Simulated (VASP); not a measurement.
**Re: single point with BLYP**

Re:

```xyz
1
Lattice="-1.5982 1.5982 1.5982 1.5982 -1.5982 1.5982 1.5982 1.5982 -1.5982" Properties=species:S:1:pos:R:3 pbc="T T T"
Re    0.0000    0.0000    0.0000
```

This cell differs from its parent crystal: volume scaled by 1.04.

```yaml
Program: VASP 6.6.1
Task: single point
Functional: BLYP
Potentials_or_basis: VASP PAW PBE potentials, release 64 (Re)
Cutoff: 520 eV
k_mesh: 16 × 16 × 16
Occupations: fermi-dirac, width 0.1 eV
Spin: no spin polarisation
```

```
Pressure : -9.7 GPa
```

Levels at points of the mesh, in eV from the Fermi level:
| k point | band 1 | band 2 | band 3 | band 4 | band 5 | band 6 |
| --- | --- | --- | --- | --- | --- | --- |
| (0.00, 0.00, 0.00) | -9.74 | -2.39 | -2.39 | -2.39 | 0.70 | 0.70 |
| (0.50, 0.00, 0.00) | -6.57 | -4.31 | 0.22 | 0.53 | 1.29 | 3.79 |
| (0.50, 0.50, 0.50) | -6.07 | -6.07 | 3.01 | 3.01 | 3.01 | 7.61 |

Wall time 14 s on 1 thread of Intel(R) Xeon(R) 6975P-C (Granite Rapids), with other jobs on the host, peak memory 0.15 GiB.

Caveat: the PAW data sets were made with another functional, which shifts forces and pressure a little; spin-orbit coupling is left out, which moves the levels of the heavy elements.
